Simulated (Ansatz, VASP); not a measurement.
**B: VASP beside Ansatz**

```xyz
12
Lattice="2.4380 1.4076 4.1662 -2.4380 1.4076 4.1662 0.0000 -2.8152 4.1662" Properties=species:S:1:pos:R:3 pbc="T T T"
B    -1.5682    0.9054    2.8124
B     0.0000   -1.8108    2.8124
B     1.5682    0.9054    2.8124
B     1.5682   -0.9054    9.6862
B    -1.5682   -0.9054    9.6862
B     0.0000    1.8108    9.6862
B    -0.9952    0.5746    4.4703
B     0.0000   -1.1491    4.4703
B     0.9952    0.5746    4.4703
B     0.9952   -0.5746    8.0283
B    -0.9952   -0.5746    8.0283
B     0.0000    1.1491    8.0283
```

Alike in both runs: functional PBEsol; k mesh 7 × 7 × 7; occupations fermi-dirac, width 0.01 eV; no spin polarisation.

Ansatz relaxed the structure, and its values are those at the end. VASP's run is a single point on that final structure, the one shown.

|  | VASP | Ansatz |
| --- | --- | --- |
| version | VASP 6.6.1 | Ansatz 0.2.0 |
| potentials or method | VASP PAW PBE potentials, release 64 (B), cutoff 520 eV | plane-wave PAW DFT |
| valence electrons in the cell | 36 | 36 |

Ansatz gave:

| Property | Result |
| --- | --- |
| pressure (GPa) | 0.0 |
| rms of the force components (eV/Å) | 0.001 |

Problem. Estimate VASP's values.

Solution. Pressure (GPa): 0.4; rms of the force components (eV/Å): 0.015.

VASP's potentials were made for PBE, not for PBEsol, and Ansatz warns of the same on its side.
